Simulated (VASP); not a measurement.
A run of VASP 6.6.1 is set up as follows.

File INCAR:

```
SYSTEM = RbCl
  PREC = Accurate
  ENCUT = 500
  EDIFF = 1E-6
  ISMEAR = -1
  SIGMA = 0.05
  LREAL = .FALSE.
  LASPH = .TRUE.
  NELM = 120
  ALGO = Normal
  ISIF = 2
  LWAVE = .FALSE.
  LCHARG = .FALSE.
  GGA = PE
  NBANDS = 15
  GGA_COMPAT = .FALSE.
```

Contents of KPOINTS:

```
regular mesh
0
G
  7 7 7
  0 0 0
```

The input POSCAR:

```
RbCl
1.0
    0.0000000000      3.2956827511      3.2956827511
    3.2956827511      0.0000000000      3.2956827511
    3.2956827511      3.2956827511      0.0000000000
Rb Cl
1 1
Direct
    0.0000000000      0.0000000000      0.0000000000
    0.5000000000      0.5000000000      0.5000000000
```

Potentials or basis: VASP PAW PBE potentials, release 64 (Rb_sv, Cl).

Command:

```console
$ cat potpaw_PBE.64/Rb_sv/POTCAR potpaw_PBE.64/Cl/POTCAR > POTCAR
$ mpirun -np 1 vasp_std > vasp.out
```

Problem. Estimate the pressure.

Solution. 0.8 GPa.

Problem. Estimate the band gap on the k mesh.

Solution. 4.98 eV.

Caveat: an odd mesh through Γ misses points on the zone boundary, where band edges can lie.
